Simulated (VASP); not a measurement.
Here is a VASP 6.6.1 calculation.

Contents of INCAR:

```
PREC     = Accurate       # precision mode
ENCUT    = 600            # plane-wave cutoff, eV
EDIFF    = 1E-7           # SCF threshold, eV
ISMEAR   = -1             # smearing method
SIGMA    = 0.05           # smearing width, eV
LREAL    = False          # projectors in reciprocal space
LASPH    = True           # aspherical terms in the spheres
NELM     = 80             # most SCF steps
ALGO     = Normal         # electronic algorithm
ISIF     = 3              # what is computed and relaxed
LWAVE    = False          # write WAVECAR
LCHARG   = False          # write CHGCAR
GGA      = PS             # functional
IBRION   = 2              # ionic algorithm
NSW      = 80             # ionic steps
EDIFFG   = -0.005         # ionic threshold
PSTRESS  = 50.0
```

The input KPOINTS:

```
regular mesh
0
Gamma
  8 8 5
```

Contents of POSCAR:

```
La
1.0
    3.7500000000      0.0000000000      0.0000000000
   -1.8750000000      3.2475952642      0.0000000000
    0.0000000000      0.0000000000      6.0700000000
La
2
Direct
    0.6666666667      0.3333333333      0.7500000000
    0.3333333333      0.6666666667      0.2500000000
```

Potentials or basis: VASP PAW PBE potentials, release 64 (La).

Launch:

```bash
$ cat potpaw_PBE.64/La/POTCAR > POTCAR
$ mpirun -np 1 vasp_std > vasp.out
```

(1) What does it give for the space group after relaxing (to 0.1 Å)?

(2) What does it give for the band gap on the k mesh?

Results:

(1) P6_3/mmc (No. 194).

(2) zero (bands 11 and 12 overlap by 1.59 eV).

Caveat: the cell is relaxed towards a set pressure, so the run minimises the enthalpy, not the energy; spin-orbit coupling is left out, which moves the levels of the heavy elements.
